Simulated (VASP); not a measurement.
A run of VASP 6.6.1:

INCAR

```
  PREC = Accurate
  ENCUT = 520
  EDIFF = 1E-6
  ISMEAR = -1
  SIGMA = 0.02
  LREAL = False
  LASPH = True
  NELM = 80
  ALGO = Normal
  ISIF = 2
  LWAVE = False
  LCHARG = False
  GGA = PE
  NBANDS = 22
```

KPOINTS

```
Automatic mesh
0
Gamma
  12 12 6
```

Contents of POSCAR:

```
NaF
1.0
    3.8680646418      0.0000000000      0.0000000000
   -1.9340323209      3.3498422433      0.0000000000
    0.0000000000      0.0000000000      4.5513806497
Na F
2 2
Direct
    0.3333333333      0.6666666667     -0.0625000000
    0.6666666667      0.3333333333      0.4375000000
    0.3333333333      0.6666666667      0.4375000000
    0.6666666667      0.3333333333      0.9375000000
```

Potentials or basis: VASP PAW PBE potentials, release 64 (Na_pv, F).

The run is started by

```console
$ cat potpaw_PBE.64/Na_pv/POTCAR potpaw_PBE.64/F/POTCAR > POTCAR
$ mpirun -np 1 vasp_std > vasp.out
```

Hardware: 1 thread of Intel Xeon 8259CL (shared host).

Problem. Estimate the wall time of this run.

Solution. Run time: 86 s on 1 thread of Intel Xeon 8259CL (shared host), peak memory 0.22 GiB. Counts: scf iterations 13, k points 76.
